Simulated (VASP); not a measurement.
Write the native input for VASP 6.6.1 that does the following.

| Quantity | Value |
| --- | --- |
| Task | single point |
| Functional | LDA |
| Potentials or basis | VASP PAW LDA potentials, release 64 (Fe) |
| Cutoff | 520 eV |
| k mesh | 13 × 13 × 13 |
| Occupations | fermi-dirac, width 0.1 eV |
| Spin | no spin polarisation |
| Dipole correction | no |
| Further INCAR settings | ALGO = Normal; EDIFF = 1e-06; NBANDS = 15 |

The structure of Fe lies in POSCAR:

```
Fe
1.0
    0.0000000000      2.3459480511      2.3459480511
    2.3459480511      0.0000000000      2.3459480511
    2.3459480511      2.3459480511      0.0000000000
Fe
2
Direct
    0.1250000000      0.1250000000      0.1250000000
    0.8750000000      0.8750000000      0.8750000000
```

This cell differs from its parent crystal: volume scaled by 0.96.

The input as run:

INCAR

```
SYSTEM = Fe
  PREC = Accurate
  ENCUT = 520
  EDIFF = 1E-6
  ISMEAR = -1
  SIGMA = 0.1
  LREAL = .False.
  LASPH = .True.
  NELM = 80
  ALGO = Normal
  ISIF = 2
  LWAVE = .False.
  LCHARG = .False.
  GGA = CA
  NBANDS = 15
```

KPOINTS

```
Automatic mesh
0
Gamma
  13 13 13
  0 0 0
```

Potentials or basis: VASP PAW LDA potentials, release 64 (Fe).

The run is started by

```sh
$ cat potpaw_LDA.64/Fe/POTCAR > POTCAR
$ mpirun -np 1 vasp_std > vasp.out
```

It gave:

| Quantity | Value |
| --- | --- |
| Pressure | 5.7 GPa |
| Band gap on the k mesh | zero (band 8 reaches 4.85 eV, above the bottom of band 9 at 3.93 eV) |

Caveat: the run has no spin polarisation, though such a crystal can be magnetic.

It took 15 s on 1 thread of Intel(R) Xeon(R) 6975P-C (Granite Rapids), with other jobs on the host, peak memory 0.15 GiB.
